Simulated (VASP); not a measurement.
# AlBAs2: single point with LDA

AlBAs2:

```
B As Al
1.0
     3.66088    0.00000    0.00000
     0.00000    3.66088    0.00000
     0.00000    0.00000    5.41298
B As Al
1 2 1
Direct
  0.00000 0.00000 0.00000
  0.00000 0.50000 0.21287
  0.50000 0.00000 0.78713
  0.50000 0.50000 0.50000
```

- Program: VASP 6.6.1
- Task: single point
- Functional: LDA
- Potentials or basis: VASP PAW LDA potentials, release 64 (B, As, Al)
- Cutoff: 500 eV
- k mesh: 4 × 4 × 2
- Occupations: gaussian, width 0.01 eV
- Spin: no spin polarisation

```json
{
  "Pressure": "-2.4 GPa",
  "Largest force": "0.198 eV/Å",
  "Band gap on the k mesh": "0.62 eV"
}
```

Forces on the atoms (eV/Å):
```
B    0.000  0.000  0.000
As   0.000  0.000 -0.198
As   0.000  0.000  0.198
Al   0.000  0.000  0.000
```

Stress tensor (GPa, compression positive):
```
-1.94  0.00  0.00
 0.00 -1.94  0.00
 0.00  0.00 -3.18
```

Levels at points of the mesh, in eV from the valence-band top:
| k point | band 5 | band 6 | band 7 | band 8 | band 9 | band 10 | band 11 | band 12 |
| --- | --- | --- | --- | --- | --- | --- | --- | --- |
| (0.00, 0.00, 0.00) | -3.56 | -0.48 | 0.00 | 0.00 | 0.62 | 0.77 | 2.93 | 3.18 |
| (0.50, 0.00, 0.00) | -4.73 | -3.96 | -2.53 | -0.73 | 1.97 | 3.59 | 4.06 | 4.92 |
| (0.50, 0.50, 0.00) | -3.91 | -3.56 | -3.56 | -2.90 | 0.76 | 0.76 | 1.15 | 1.39 |
| (0.00, 0.00, 0.50) | -3.24 | -3.24 | -1.09 | -1.09 | 1.04 | 1.49 | 3.28 | 4.18 |
| (0.50, 0.00, 0.50) | -2.47 | -1.81 | -1.74 | -0.63 | 0.66 | 2.21 | 3.31 | 4.05 |
| (0.50, 0.50, 0.50) | -4.61 | -4.54 | -4.25 | -4.25 | 3.82 | 3.82 | 3.91 | 5.19 |

It took 29 s on 1 thread of Intel Xeon 8259CL, on a shared host, peak memory 0.13 GiB.

Caveat: the k points lie up to 0.58 Å⁻¹ apart; semilocal functionals underestimate gaps, and a narrow one can read as zero. A k mesh can miss the band edges.
